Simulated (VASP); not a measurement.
# CuSi16 (a cell with a defect) in VASP: relaxation of the atoms with LDA

Aim: the relaxation of the atoms of CuSi16 (a cell with a defect) with LDA.

Everything below comes from runs of VASP 6.6.1. Logs are shortened: lines on timing, memory, paths and dates and some standing lists are left out, and cuts for length are marked.

**1. The cell of the first run**

The cell holds a defect, 17 atoms: a = 7.679 Å, b = 7.679 Å, c = 7.679 Å, α = 60.00°, β = 60.00°, γ = 60.00°.

**2. Relaxation of the atoms, LDA**

INCAR reads:

```
PREC = Accurate
ENCUT = 520
EDIFF = 1E-6
ISMEAR = -1
SIGMA = 0.05
LREAL = Auto
LASPH = T
NELM = 60
ALGO = Normal
ISIF = 2
LWAVE = F
LCHARG = F
IBRION = 2
NSW = 80
EDIFFG = -0.03
NELECT = 74.0
```

KPOINTS reads:

```
Automatic mesh
0
Gamma
  2 2 2
```

POSCAR reads:

```
CuSi16
1.0
    0.0000000000      5.4300000000      5.4300000000
    5.4300000000      0.0000000000      5.4300000000
    5.4300000000      5.4300000000      0.0000000000
Si Cu
16 1
Direct
    0.0000000000      0.0000000000      0.0000000000
    0.1250000000      0.1250000000      0.1250000000
    0.0000000000      0.0000000000      0.5000000000
    0.1250000000      0.1250000000      0.6250000000
    0.0000000000      0.5000000000      0.0000000000
    0.1250000000      0.6250000000      0.1250000000
    0.0000000000      0.5000000000      0.5000000000
    0.1250000000      0.6250000000      0.6250000000
    0.5000000000      0.0000000000      0.0000000000
    0.6250000000      0.1250000000      0.1250000000
    0.5000000000      0.0000000000      0.5000000000
    0.6250000000      0.1250000000      0.6250000000
    0.5000000000      0.5000000000      0.0000000000
    0.6250000000      0.6250000000      0.1250000000
    0.5000000000      0.5000000000      0.5000000000
    0.6250000000      0.6250000000      0.6250000000
    0.8201792000      0.8042493000      0.3006524000
```

Potentials or basis: VASP PAW LDA potentials, release 64 (Si, Cu).

Command:

```console
$ cat potpaw_LDA.64/Si/POTCAR potpaw_LDA.64/Cu/POTCAR > POTCAR
$ mpirun -np 1 vasp_std > vasp.out
```

OUTCAR:

```text
PREC = Accurate
   ENCUT = 520
   EDIFF = 1E-6
   ISMEAR = -1
   LREAL = Auto
   LASPH = T
   NELM = 60
   ISIF = 2
   IBRION = 2
   NSW = 80
   EDIFFG = -0.03
   NELECT = 74.0

 ion  position               nearest neighbor table
   1  0.000  0.000  0.000-  17 2.22   4 2.35   6 2.35  10 2.35   2 2.35
   2  0.125  0.125  0.125-   1 2.35   3 2.35   5 2.35   9 2.35
   3  0.000  0.000  0.500-   2 2.35   4 2.35   8 2.35  12 2.35
   4  0.125  0.125  0.625-   1 2.35   3 2.35   7 2.35  11 2.35
   5  0.000  0.500  0.000-   2 2.35   6 2.35   8 2.35  14 2.35
   6  0.125  0.625  0.125-  17 2.16   5 2.35   7 2.35  13 2.35   1 2.35
   7  0.000  0.500  0.500-  17 2.24   6 2.35   8 2.35  16 2.35   4 2.35
   8  0.125  0.625  0.625-   3 2.35   5 2.35   7 2.35  15 2.35
   9  0.500  0.000  0.000-   2 2.35  10 2.35  12 2.35  14 2.35
  10  0.625  0.125  0.125-  17 2.27   9 2.35  11 2.35  13 2.35   1 2.35
  11  0.500  0.000  0.500-  17 2.34  10 2.35  12 2.35  16 2.35   4 2.35
  12  0.625  0.125  0.625-   3 2.35   9 2.35  11 2.35  15 2.35
  13  0.500  0.500  0.000-   6 2.35  10 2.35  14 2.35  16 2.35
  14  0.625  0.625  0.125-   5 2.35   9 2.35  13 2.35  15 2.35
  15  0.500  0.500  0.500-   8 2.35  12 2.35  14 2.35  16 2.35
  16  0.625  0.625  0.625-  17 2.29  11 2.35  13 2.35  15 2.35   7 2.35
  17  0.820  0.804  0.301-   6 2.16   1 2.22   7 2.24  10 2.27  16 2.29  11 2.34

  LATTYP: Found a face centered cubic cell.
 ALAT       =    10.8600000000

  Lattice vectors:

 A1 = (   0.0000000000,   5.4300000000,   5.4300000000)
 A2 = (   5.4300000000,   0.0000000000,   5.4300000000)
 A3 = (   5.4300000000,   5.4300000000,   0.0000000000)

Analysis of symmetry for initial positions (statically):
=====================================================================
 Subroutine PRICEL returns:
 Original cell was already a primitive cell.

 Routine SETGRP: Setting up the symmetry group for a
 face centered cubic supercell.

 Subroutine GETGRP returns: Found  1 space group operations
 (whereof  1 operations were pure point group operations)
 out of a pool of 48 trial point group operations.

The static configuration has the point symmetry C_1 .

Analysis of symmetry for dynamics (positions and initial velocities):
=====================================================================
 Subroutine PRICEL returns:
 Original cell was already a primitive cell.

 Routine SETGRP: Setting up the symmetry group for a
 face centered cubic supercell.

 Subroutine GETGRP returns: Found  1 space group operations
 (whereof  1 operations were pure point group operations)
 out of a pool of 48 trial point group operations.

[... 117 lines left out ...]
   IBRION =      2    ionic relax: 0-MD 1-quasi-New 2-CG
   NFREE  =      1    steps in history (QN), initial steepest desc. (CG)
   ISIF   =      2    stress and relaxation
   ISYM   =      2    0-nonsym 1-usesym 2-fastsym
   POTIM  = 0.5000    time-step for ionic-motion
   TEBEG  =    0.0;   TEEND  =   0.0 temperature during run
   PSTRESS=    0.0 pullay stress
   NELECT =      74.0000    total number of electrons
   NUPDOWN=      -1.0000    fix difference up-down
   EMIN   =  10.00;   EMAX   =-10.00  energy-range for DOS
   EFERMI =   0.00;   METHOD = LEGACY
   ISMEAR =    -1;   SIGMA  =   0.05  broadening in eV -4-tet -1-fermi 0-gaus
   EFERMI_NEDOS =   21; number of points for ismear=-14 and -15
   IALGO  =     38    algorithm
   IMIX   =      4    mixing-type and parameters
     AMIX     =   0.40;   BMIX     =  1.00
     AMIX_MAG =   1.60;   BMIX_MAG =  1.00
  volume/ion in A,a.u.               =      18.84       127.11
  Fermi-wavevector in a.u.,A,eV,Ry     =   1.004636  1.898488 13.732283  1.009294
  Thomas-Fermi vector in A             =   2.137265
   LORBIT       =      0    0 simple, 1 ext, 2 COOP (PROOUT), +10 PAW based schemes
   GGA     = CA    functional components
   LHFCALC =     F    Hartree Fock is set to
   AEXX    =    0.0000 exact exchange contribution
   IVDW    =     0    specifies the selected vdW correction
   LEPSILON=     F    determine dielectric tensor
   LRPA    =     F    only Hartree local field effects (RPA)
 conjugate gradient relaxation of ions
 non-spin polarized calculation
  energy-cutoff  :      520.00
  volume of cell :      320.21
 maximum number of plane-waves:      8646
 NGX is ok and might be reduce to    60
   NGX = 29   NGY = 29   NGZ = 29

--------------------------------------- Ionic step        1  -------------------------------------------

 number of electron      74.0000005 magnetization

 Free energy of the ion-electron system (eV)
  ---------------------------------------------------
  ext. energy  EPLUGINS =         0.00000000
  ---------------------------------------------------
  free energy    TOTEN  =      -103.37035183 eV

  energy without entropy =     -103.34266615  energy(sigma->0) =     -103.35650899

------------------------ aborting loop because EDIFF is reached ----------------------------------------

  FORCE on cell =-STRESS in cart. coord.  units (eV):
  Direction    XX          YY          ZZ          XY          YZ          ZX
  --------------------------------------------------------------------------------------
  -------------------------------------------------------------------------------------
  Total       -5.4459016     -5.6936082     -5.6145246     -1.9404207     -1.7183794     -1.9194262
  in kB      -27.2490201    -28.4884404    -28.0927392     -9.7090556     -8.5980538     -9.6040081
  external PRESSURE =     -27.9433999 kB  Pullay stress =       0.0000000 kB
[... 134 lines left out ...]
  FREE ENERGIE OF THE ION-ELECTRON SYSTEM (eV)
  ---------------------------------------------------
  free  energy   TOTEN  =      -103.7439825839 eV

  energy  without entropy=     -103.7227731893  energy(sigma->0) =     -103.73337789

[... ionic steps 4 to 14 ...]

--------------------------------------- Ionic step       15  -------------------------------------------

 number of electron      74.0000002 magnetization

------------------------ aborting loop because EDIFF is reached ----------------------------------------
[... 97 lines left out ...]
--------------------------------------- Ionic step       17  -------------------------------------------

 number of electron      74.0000003 magnetization

 Free energy of the ion-electron system (eV)
  ---------------------------------------------------
  ext. energy  EPLUGINS =         0.00000000
  ---------------------------------------------------
  free energy    TOTEN  =      -103.89014266 eV

  energy without entropy =     -103.86725677  energy(sigma->0) =     -103.87869972

 E-fermi :   6.3176     XC(G=0):  -9.8186

 val. band max:        6.3007838330   @ k =   0.0000   0.0000   0.0000
 cond. band min:       6.3803847209   @ k =   0.0000   0.0000   0.0000
 fundamental gap:      0.0796008879
 Fermi energy:         6.3175507585

 k-point     1 :       0.0000    0.0000    0.0000
  band No.  band energies     occupation
      1      -5.9712      2.00000
      2      -3.6290      2.00000
      3      -3.5723      2.00000
      4      -3.5710      2.00000
      5      -3.5059      2.00000
      6      -2.0286      2.00000
[... 425 lines left out ...]
  FREE ENERGIE OF THE ION-ELECTRON SYSTEM (eV)
  ---------------------------------------------------
  free  energy   TOTEN  =      -103.8901426571 eV

  energy  without entropy=     -103.8672567743  energy(sigma->0) =     -103.87869972

 reached required accuracy - stopping structural energy minimisation
```

OSZICAR:

```text
N       E                     dE             d eps       ncg     rms          rms(c)
DAV:   1     0.354779235637E+03    0.35478E+03   -0.28085E+04   736   0.140E+03
[... 149 lines left out ...]
DAV:   5    -0.103890131183E+03    0.36262E-05   -0.24260E-05  1084   0.295E-02    0.439E-03
DAV:   6    -0.103890130825E+03    0.35779E-06   -0.13464E-06   500   0.221E-02
  16 F= -.10389013E+03 E0= -.10387868E+03  d E =-.972444E-03
       N       E                     dE             d eps       ncg     rms          rms(c)
DAV:   1    -0.103890137369E+03   -0.61861E-05   -0.58097E-03   742   0.289E-01    0.123E-02
DAV:   2    -0.103890143587E+03   -0.62181E-05   -0.74765E-05  1136   0.764E-02    0.791E-03
DAV:   3    -0.103890142657E+03    0.93010E-06   -0.48297E-06   830   0.493E-02
  17 F= -.10389014E+03 E0= -.10387870E+03  d E =-.984276E-03
```

Wall time 59 min (1 thread of Oxide Virtual Turin-like, shared host); peak memory 0.38 GiB.

What came out:

```
Free energy                  : -103.8901 eV
Energy gained by relaxing    : 30.6 meV/atom
Ionic steps                  : 17
Largest force after relaxing : 0.024 eV/Å
```

Forces in eV/Å, atoms in the order of the input:
```
Si  -0.010 -0.001 -0.008
Si   0.006  0.004  0.006
Si  -0.007  0.002  0.005
Si   0.004 -0.008 -0.012
Si   0.000  0.000 -0.001
Si   0.010  0.010  0.013
Si  -0.008 -0.005 -0.002
Si   0.006  0.007  0.004
Si   0.002  0.001  0.001
Si   0.008  0.003  0.003
Si  -0.005  0.002  0.001
Si   0.009 -0.001 -0.001
Si   0.019 -0.009 -0.011
Si  -0.019 -0.008 -0.006
Si   0.003  0.003  0.002
Si   0.007  0.001  0.002
Cu  -0.023 -0.001  0.005
```

Step by step:
| step | energy change (eV) | largest force (eV/Å) | pressure (GPa) |
| --- | --- | --- | --- |
| 1 | 0.0000 | 2.1230 | -2.79 |
| 2 | -0.3736 | 0.6380 | -3.73 |
| 3 | -0.3736 | 0.6338 | -3.71 |
| 4 | -0.4183 | 0.3312 | -3.79 |
| 5 | -0.4215 | 0.3407 | -3.80 |
| 6 | -0.4395 | 0.1745 | -3.83 |
| 7 | -0.4464 | 0.2613 | -3.85 |
| 8 | -0.4627 | 0.1849 | -3.89 |
| 9 | -0.4942 | 0.1912 | -4.06 |
| 10 | -0.4745 | 0.6179 | -4.43 |
| 11 | -0.5003 | 0.2435 | -4.18 |
| 12 | -0.5141 | 0.0989 | -4.27 |
| 13 | -0.5155 | 0.1139 | -4.32 |
| 14 | -0.5182 | 0.0782 | -4.36 |
| 15 | -0.5188 | 0.0995 | -4.38 |
| 16 | -0.5198 | 0.0329 | -4.39 |
| 17 | -0.5198 | 0.0237 | -4.39 |

Final structure:
```cif
data_structure
_symmetry_space_group_name_H-M 'P 1'
_symmetry_Int_Tables_number 1
_cell_length_a 7.6792
_cell_length_b 7.6792
_cell_length_c 7.6792
_cell_angle_alpha 60.000
_cell_angle_beta 60.000
_cell_angle_gamma 60.000
_cell_volume 320.21
loop_
_atom_site_label
_atom_site_type_symbol
_atom_site_fract_x
_atom_site_fract_y
_atom_site_fract_z
_atom_site_occupancy
Si1 Si 0.00677 0.00575 0.98479 1
Si2 Si 0.12644 0.12565 0.11614 1
Si3 Si 0.99035 0.98954 0.48938 1
Si4 Si 0.11459 0.11357 0.61327 1
Si5 Si 0.00984 0.49840 0.99819 1
Si6 Si 0.14198 0.61793 0.11771 1
Si7 Si 0.00679 0.48503 0.50546 1
Si8 Si 0.12643 0.61632 0.62545 1
Si9 Si 0.49917 0.00902 0.99811 1
Si10 Si 0.61903 0.14081 0.11771 1
Si11 Si 0.48586 0.00582 0.50556 1
Si12 Si 0.61726 0.12556 0.62539 1
Si13 Si 0.51324 0.51161 0.01135 1
Si14 Si 0.63679 0.63608 0.13593 1
Si15 Si 0.49915 0.49828 0.50883 1
Si16 Si 0.61900 0.61794 0.64059 1
Cu1 Cu 0.80751 0.80694 0.30681 1
```

Caveat: the k points lie up to 0.50 Å⁻¹ apart; the cell carries a net charge on a neutralising background, which shifts energy and pressure; the cell is charged against a uniform background, so pressure and absolute levels hang on convention.
